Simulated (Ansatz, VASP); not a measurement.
Ti3Al in VASP and in Ansatz

INCAR

```
SYSTEM = Ti3Al
ALGO = Fast ; EDIFF = 1E-6
ENCUT = 520 ; GGA = PS
ISIF = 2 ; ISMEAR = 0
LASPH = .TRUE. ; LCHARG = .FALSE.
LREAL = .FALSE. ; LWAVE = .FALSE.
NBANDS = 28 ; NELM = 60
PREC = Accurate ; SIGMA = 0.15
```

File KPOINTS:

```
k-points
0
G
  18 18 6
  0 0 0
```

The input POSCAR:

```
Ti3Al
1.0
    2.8957824532      0.0000000000      0.0000000000
   -1.4478912266      2.5078211683      0.0000000000
    0.0000000000      0.0000000000      9.1393541757
Ti Al
3 1
Direct
    0.6666666667      0.3333333333      0.0000000000
    0.3333333333      0.6666666667      0.7511761438
    0.3333333333      0.6666666667      0.2488238562
    0.6367602280      0.2735204560      0.5000000000
```

Input for Ansatz:

```yaml
crystal:
  lattice:
    - [2.8957824532, 0.0, 0.0]
    - [-1.4478912266, 2.5078211683, 0.0]
    - [0.0, 0.0, 9.1393541757]
  atoms:
    - { symbol: Ti, position: [0.6666666667, 0.3333333333, 0.0] }
    - { symbol: Ti, position: [0.3333333333, 0.6666666667, 0.7511761438] }
    - { symbol: Ti, position: [0.3333333333, 0.6666666667, 0.2488238562] }
    - { symbol: Al, position: [0.636760228, 0.273520456, 0.5] }
basis:
  ecutwfc: 420
kpoints:
  mp_grid: { grid: [18, 18, 6] }
hamiltonian:
  xc: pbesol
scf:
  occupations: { method: gaussian, width: 0.15 }
output:
  forces: true
  stress: true
  eigenvalues: true
  write_density: true
  write_potential: true
  elf: true
  volumetric_format: npy
```

Change from the starting cell: all Al atoms moved -0.150 Å, as atom 4 along Cartesian [0 1 0].

Alike in both runs: task single point; functional PBEsol; k mesh 18 × 18 × 6; occupations gaussian, width 0.15 eV; no spin polarisation.

|  | VASP | Ansatz |
| --- | --- | --- |
| version | VASP 6.6.1 | Ansatz 0.2.0 |
| potentials or method | VASP PAW PBE potentials, release 64 (Ti_sv, Al), cutoff 520 eV | scalar-relativistic, plane waves, PAW |
| valence electrons in the cell | 39 | 39 |

Ansatz gave:

```
gap on the k mesh at the Fermi level (eV)                     : none
pressure (GPa)                                                : 0.1
traceless stress, the component that is largest in VASP (GPa) : -1.10
rms of the force components (eV/Å)                            : 0.135
```

Problem. Which values does VASP return?

Solution. gap on the k mesh at the Fermi level (eV): none; pressure (GPa): -0.1; traceless stress, the component that is largest in VASP (GPa): -1.12; rms of the force components (eV/Å): 0.135.

VASP's potentials were made for PBE, not for PBEsol. Atom by atom the forces differ by 0.005 eV/Å (rms over components). A gap of «none» marks a metal or a gap that the smearing closes. The functional is the same, so the differences come from potentials, cutoffs and numerics.
